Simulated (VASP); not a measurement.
A run of VASP 6.6.1 is set up as follows.

INCAR

```
SYSTEM = EuMnSbF
PREC = Accurate
ENCUT = 600
EDIFF = 1E-6
ISMEAR = 0
SIGMA = 0.05
LREAL = .FALSE.
LASPH = .TRUE.
NELM = 200
ALGO = Normal
ISIF = 2
LWAVE = .FALSE.
LCHARG = .FALSE.
ISPIN = 2
MAGMOM = 7.3 7.3 4.14 4.14 0 0 0 0
LORBIT = 11
LMAXMIX = 6
GGA = PS
NBANDS = 56
GGA_COMPAT = .FALSE.
KPAR = 4
```

KPOINTS

```
regular mesh
0
G
  8 8 4
  0 0 0
```

The input POSCAR:

```
EuMnSbF
1.0
    3.9998683763      0.0000000000      0.0000000000
    0.0000000000      3.9998683763      0.0000000000
    0.0000000000      0.0000000000      9.2630481965
Eu Mn Sb F
2 2 2 2
Direct
    0.5000000000      0.0000000000      0.1562779629
    0.0000000000      0.5000000000      0.8437220371
    0.0000000000      0.0000000000      0.5000000000
    0.5000000000      0.5000000000      0.5000000000
    0.0000000000      0.5000000000      0.3244616563
    0.5000000000      0.0000000000      0.6755383437
    0.5000000000      0.5000000000      0.0000000000
    0.0000000000      0.0000000000      0.0000000000
```

Potentials or basis: VASP PAW PBE potentials, release 64 (Eu, Mn_pv, Sb, F).

Run with:

```console
$ cat potpaw_PBE.64/Eu/POTCAR potpaw_PBE.64/Mn_pv/POTCAR potpaw_PBE.64/Sb/POTCAR potpaw_PBE.64/F/POTCAR > POTCAR
$ mpirun -np 4 vasp_std > vasp.out
```

Q: What does it give for the site moments?

A: Eu +6.48; Mn +2.12; Sb -0.11; F -0.02 μB.

Q: Predict the net moment.

A: 17.51 μB per cell.

Q: Predict the pressure.

A: -0.8 GPa.

Q: Estimate the largest force.

A: 0.035 eV/Å.

Stress tensor (GPa, compression positive):
```
-1.06  0.00  0.00
 0.00 -1.06  0.00
 0.00  0.00 -0.13
```

Caveat: the PAW data sets were made with another functional, which shifts forces and pressure a little; only a ferromagnetic start was run, and an antiferromagnetic order may lie lower in energy. The state reached can hang on the start; a lower one may exist.
